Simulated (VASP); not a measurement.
Set up this calculation in VASP 6.6.1, as the native input.

| Property | Result |
| --- | --- |
| Task | single point |
| Functional | PBE |
| Potentials or basis | VASP PAW PBE potentials, release 64 (Cd, Te) |
| Cutoff | 500 eV |
| k mesh | 5 × 5 × 5 |
| Occupations | gaussian, width 0.2 eV |
| Spin | no spin polarisation |
| Dipole correction | no |
| Further INCAR settings | ALGO = Normal; EDIFF = 1e-06; NBANDS = 16 |

The structure of CdTe lies in POSCAR:

```
CdTe
1.0
    3.6603642635      0.0000000000      0.0000000000
    0.0000000000      3.6603642635      0.0000000000
    0.0000000000      0.0000000000      4.0156299757
Cd Te
1 1
Direct
    0.5000000000      0.5000000000      0.0000000000
    0.0000000000      0.0000000000      0.5000000000
```

These files were run (other wordings do the same):

INCAR

```
SYSTEM = CdTe
ALGO = Normal
EDIFF = 1E-6
ENCUT = 500
GGA = PE
GGA_COMPAT = .FALSE.
ISIF = 2
ISMEAR = 0
LASPH = .TRUE.
LCHARG = .FALSE.
LREAL = .FALSE.
LWAVE = .FALSE.
NBANDS = 16
NELM = 120
PREC = Accurate
SIGMA = 0.2
```

KPOINTS

```
k-points
0
G
  5 5 5
  0 0 0
```

Potentials or basis: VASP PAW PBE potentials, release 64 (Cd, Te).

The run is started by

```console
$ cat potpaw_PBE.64/Cd/POTCAR potpaw_PBE.64/Te/POTCAR > POTCAR
$ mpirun -np 1 vasp_std > vasp.out
```

It gave:

```json
{
 "Pressure": "0.0 GPa",
 "Band gap on the k mesh": "zero (band 9 reaches 5.51 eV, above the bottom of band 10 at 4.14 eV)"
}
```

Caveat: spin-orbit coupling is left out, which moves the levels of the heavy elements.

Wall time 6.5 s on 1 thread of Intel(R) Xeon(R) 6975P-C (Granite Rapids), on a shared host, peak memory 0.16 GiB.
